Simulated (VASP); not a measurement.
The system is HgH3.

```xyz
4
Lattice="5.0830 0.0000 0.0000 -2.5415 4.4020 0.0000 0.0000 0.0000 3.6841" Properties=species:S:1:pos:R:3 pbc="T T T"
Hg    0.0000    0.0000    0.0000
H     0.0000    0.0000    1.8421
H     2.5415    1.4673    1.4656
H     2.5415    1.4673    2.2185
```

* Program: VASP 6.6.1
* Task: relaxation of cell and atoms
* Functional: PBE
* Potentials or basis: VASP PAW PBE potentials, release 64 (Hg, H)
* Cutoff: 600 eV
* k mesh: 6 × 6 × 6
* Occupations: gaussian, width 0.1 eV
* Spin: no spin polarisation

At the start: pressure 1.5 GPa; volume 20.61 Å³/atom.

How do energy, volume and symmetry change on relaxing?

Over 5 steps the energy falls by 8.9 meV/atom and the volume is 21.44 Å³/atom (+4.1 %); space group P-6m2 (No. 187, to 0.05 Å).

The path:
```csv
step,energy change (eV),largest force (eV/Å),pressure (GPa),volume (Å³)
1,0.0000,0.0319,1.50,82.44
2,-0.0249,0.6730,0.17,84.74
3,-0.0249,0.6574,0.18,84.69
4,-0.0337,0.3463,0.22,86.21
5,-0.0355,0.0392,0.22,85.78
```

Final structure:
```xyz
4
Lattice="5.0964 0.0000 0.0000 -2.5482 4.4136 0.0000 0.0000 0.0000 3.8133" Properties=species:S:1:pos:R:3 pbc="T T T"
Hg    0.0000    0.0000    0.0000
H     0.0000    0.0000    1.9067
H     2.5482    1.4712    1.5308
H     2.5482    1.4712    2.2825
```
